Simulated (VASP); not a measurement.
## Pb: single point with PBE

The system is Pb.

```xyz
4
Lattice="4.4393 0.0000 0.0000 -2.2196 3.8445 0.0000 0.0000 0.0000 7.3285" Properties=species:S:1:pos:R:3 pbc="T T T"
Pb    2.2196    1.2815    0.4610
Pb    0.0000    2.5630    4.1252
Pb    2.2196    1.2815    3.2033
Pb    0.0000    2.5630    6.8675
```

This cell differs from its parent crystal: Ge replaced by Pb, lengths x 1.130, strained.

| Item | Value |
| --- | --- |
| Program | VASP 6.6.1 |
| Task | single point |
| Functional | PBE |
| Potentials or basis | VASP PAW PBE potentials, release 64 (Pb_d) |
| Cutoff | 520 eV |
| k mesh | 6 × 6 × 4 |
| Occupations | gaussian, width 0.1 eV |
| Spin | no spin polarisation |
| Dipole correction | no |
| Further INCAR settings | ALGO = Fast; EDIFF = 1e-06; NBANDS = 36 |

- Pressure: 19.4 GPa
- Largest force: 0.136 eV/Å
- Band gap on the k mesh: zero (band 28 reaches 7.54 eV, above the bottom of band 29 at 6.98 eV)

Forces in eV/Å, atoms in the order of the input:
```
Pb   0.000  0.000  0.136
Pb   0.000  0.000  0.136
Pb   0.000  0.000 -0.136
Pb   0.000  0.000 -0.136
```

Stress tensor (GPa, compression positive):
```
19.77  0.00  0.00
 0.00 19.77  0.00
 0.00  0.00 18.68
```

Levels at points of the mesh, in eV from the Fermi level:
```tsv
k point	band 26	band 27	band 28	band 29	band 30	band 31
(0.00, 0.00, 0.00)	-1.10	-0.90	0.40	0.68	0.68	2.40
(0.50, 0.00, 0.00)	-2.81	-2.39	-1.11	0.45	0.85	3.47
(0.00, 0.00, 0.50)	-0.42	-0.42	-0.42	-0.16	-0.16	3.52
(0.50, 0.00, 0.50)	-2.36	-2.11	-2.11	0.18	0.18	2.14
```

Run time: 100 s on 1 thread of AMD EPYC 7R43 64-Core Processor (Zen 3) (shared host), peak memory 0.24 GiB.

Caveat: the cell differs from its parent crystal (Ge replaced by Pb, lengths x 1.130, strained); spin-orbit coupling is left out, which moves the levels of the heavy elements.
